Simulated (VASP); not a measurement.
Write the native input for VASP 6.6.1 that does the following.

```yaml
Task: relaxation of cell and atoms
Functional: BLYP
Dispersion: D4
Potentials_or_basis: VASP PAW PBE potentials, release 64 (Mg, B)
Cutoff: 600 eV
k_mesh: 9 × 9 × 9
Occupations: fermi-dirac, width 0.05 eV
Spin: no spin polarisation
Dipole_correction: no
Further_INCAR_settings: ALGO = Normal; EDIFF = 1e-07; IBRION = 2; EDIFFG = -0.01; NSW = 60; ISIF = 3
```

The structure of MgB lies in POSCAR:

```
MgB
1.0
    2.8951500000      0.0000000000      0.0000000000
    0.0000000000      2.8951500000      0.0000000000
    0.0000000000      0.0000000000      2.8951500000
Mg B
1 1
Direct
    0.0000000000      0.0000000000      0.0000000000
    0.5000000000      0.5000000000      0.5000000000
```

One way to write it, as run:

INCAR

```
AGGAC = 1.0
AGGAX = 1.0
ALDAC = 0.0
ALDAX = 1.0
ALGO = Normal
EDIFF = 1E-7
EDIFFG = -0.01
ENCUT = 600
GGA = B5
IBRION = 2
ISIF = 3
ISMEAR = -1
IVDW = 13
LASPH = T
LCHARG = F
LREAL = F
LWAVE = F
NELM = 60
NSW = 60
PREC = Accurate
SIGMA = 0.05
VDW_A1 = 0.44488865
VDW_A2 = 4.0933009
VDW_S6 = 1.0
VDW_S8 = 2.34076671
```

KPOINTS

```
k-points
0
Gamma
  9 9 9
```

Potentials or basis: VASP PAW PBE potentials, release 64 (Mg, B).

The run is started by

```sh
$ cat potpaw_PBE.64/Mg/POTCAR potpaw_PBE.64/B/POTCAR > POTCAR
$ mpirun -np 1 vasp_std > vasp.out
```

Results of the run:

```yaml
Relaxed_volume: 11.66 Å³/atom
Relaxed_cell: a = 2.857 Å, b = 2.857 Å, c = 2.857 Å, α = 90.00°, β = 90.00°, γ = 90.00°
Space_group_after_relaxing_to_0.05_Å: Pm-3m (No. 221)
Energy_gained_by_relaxing: 4.6 meV/atom
Ionic_steps: 3
Pressure_after_relaxing: 0.0 GPa
Dispersion_energy_per_atom: -0.372 eV
```

Caveat: the PAW data sets were made with another functional, which shifts forces and pressure a little; pairwise dispersion overbinds metals, which lowers pressure and volume.

Wall time 26 s on 1 thread of Intel(R) Xeon(R) 6975P-C (Granite Rapids), on a shared host, peak memory 0.14 GiB.
